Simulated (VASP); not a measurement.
A run of VASP 6.6.1:

File POSCAR:

```
TiSi62
1.0
   10.8655790000      0.0000000000      0.0000000000
    0.0000000000     10.8655790000      0.0000000000
    0.0000000000      0.0000000000     10.8655790000
Si Ti
62 1
Direct
    0.9986380000      0.9983190000      0.0002450000
    0.0036530000      0.0011580000      0.5003720000
    0.9914990000      0.4994650000      0.9930770000
    0.9964860000      0.4991460000      0.5015950000
    0.4998410000      0.9960960000      0.9990730000
    0.4992320000      0.9982420000      0.5015020000
    0.4980260000      0.4974510000      0.9997690000
    0.1243300000      0.1234310000      0.1254310000
    0.1313780000      0.1305400000      0.6240660000
    0.1191790000      0.6233080000      0.1223780000
    0.1264800000      0.6220230000      0.6245970000
    0.6230150000      0.1248420000      0.1277120000
    0.6249150000      0.1238360000      0.6262860000
    0.6236830000      0.6221120000      0.1255210000
    0.2492410000      0.2483210000      0.0005820000
    0.2636570000      0.2649550000      0.5092060000
    0.2480700000      0.7499010000      0.0013940000
    0.2528360000      0.7445980000      0.4970430000
    0.7490400000      0.2491400000      0.0015690000
    0.7489090000      0.2481570000      0.4985070000
    0.7479410000      0.7441470000      0.9953330000
    0.7409200000      0.7421370000      0.5138430000
    0.3740680000      0.3734120000      0.1272460000
    0.4059360000      0.3997190000      0.6222860000
    0.3743090000      0.8734890000      0.1272710000
    0.3771210000      0.8687620000      0.6256030000
    0.8736410000      0.3742710000      0.1268640000
    0.8691160000      0.3751090000      0.6263350000
    0.8717980000      0.8715190000      0.1218470000
    0.8756990000      0.8733290000      0.6233970000
    0.2511800000      0.0018520000      0.2522280000
    0.2491900000      0.9968690000      0.7493770000
    0.2470750000      0.5003160000      0.2501850000
    0.2539620000      0.4972830000      0.7484910000
    0.7485570000      0.9964730000      0.2501260000
    0.7488840000      0.9964450000      0.7503540000
    0.7457300000      0.4979950000      0.2550610000
    0.7169880000      0.5013200000      0.7236000000
    0.3750180000      0.1284620000      0.3794950000
    0.3738330000      0.1220380000      0.8745970000
    0.3818600000      0.6096430000      0.3814580000
    0.3741020000      0.6252490000      0.8754160000
    0.8748560000      0.1222140000      0.3737940000
    0.8737480000      0.1231740000      0.8753530000
    0.8701200000      0.6266710000      0.3790070000
    0.8591950000      0.6143660000      0.8587290000
    0.0009300000      0.2495660000      0.2513880000
    0.9982560000      0.2497330000      0.7497630000
    0.9967880000      0.7496550000      0.2508340000
    0.9967730000      0.7447310000      0.7493870000
    0.5025520000      0.2560790000      0.2583780000
    0.4979740000      0.2496270000      0.7504650000
    0.4978370000      0.7448630000      0.2533900000
    0.5053430000      0.7295740000      0.7370740000
    0.1261130000      0.3742960000      0.3788680000
    0.1248060000      0.3738810000      0.8739480000
    0.1262100000      0.8728250000      0.3740850000
    0.1219490000      0.8722950000      0.8740880000
    0.6176500000      0.3867660000      0.3946380000
    0.6249480000      0.3732810000      0.8739170000
    0.6250210000      0.8703240000      0.3787440000
    0.6204290000      0.8654900000      0.8679320000
    0.5611030000      0.5843420000      0.5396940000
```

File INCAR.step1:

```
  ALGO = Normal
  EDIFF = 1E-5
  ENCUT = 440
  GGA = PE
  GGA_COMPAT = F
  ISMEAR = -1
  ISPIN = 2
  ISYM = -1
  KPAR = 1
  LASPH = T
  LCHARG = F
  LMAXMIX = 4
  LREAL = Auto
  LWAVE = T
  MAGMOM = 0 0 0 0 0 0 0 0 0 0 0 0 0 0 0 0 0 0 0 0 0 0 0 0 0 0 0 0 0 0 0 0 0 0 0 0 0 0 0 0 0 0 0 0 0 0 0 0 0 0 0 0 0 0 0 0 0 0 0 0 0 0 1
  NBANDS = 171
  NELECT = 261.0
  NELM = 200
  PREC = Accurate
  SIGMA = 0.05
```

The input INCAR.step2:

```
  ALGO = Normal
  EDIFF = 1E-6
  ENCUT = 440
  GGA_COMPAT = F
  ISIF = 2
  ISMEAR = -1
  ISPIN = 2
  ISTART = 1
  ISYM = -1
  KPAR = 1
  LASPH = T
  LCHARG = F
  LMAXMIX = 4
  LMIXTAU = T
  LORBIT = 11
  LREAL = Auto
  LWAVE = F
  MAGMOM = 0 0 0 0 0 0 0 0 0 0 0 0 0 0 0 0 0 0 0 0 0 0 0 0 0 0 0 0 0 0 0 0 0 0 0 0 0 0 0 0 0 0 0 0 0 0 0 0 0 0 0 0 0 0 0 0 0 0 0 0 0 0 1
  METAGGA = R2SCAN
  NBANDS = 171
  NELECT = 261.0
  NELM = 200
  PREC = Accurate
  SIGMA = 0.05
```

File KPOINTS:

```
explicit points
1
Reciprocal
  0.25000000   0.25000000   0.25000000 1
```

Potentials or basis: VASP PAW PBE potentials, release 64 (Si, Ti_sv).

Run with:

```sh
$ cat potpaw_PBE.64/Si/POTCAR potpaw_PBE.64/Ti_sv/POTCAR > POTCAR
$ cp INCAR.step1 INCAR
$ mpirun -np 4 vasp_std > vasp.out
$ cp INCAR.step2 INCAR
$ mpirun -np 4 vasp_std > vasp.out
```

Hardware: 4 MPI ranks on Intel(R) Xeon(R) 6975P-C (Granite Rapids), with other jobs on the host.

How long does it take, and how much memory?

Wall time 9.6 min on 4 MPI ranks on Intel(R) Xeon(R) 6975P-C (Granite Rapids), with other jobs on the host, peak memory 0.58 GiB a rank. Counts: k points 1.
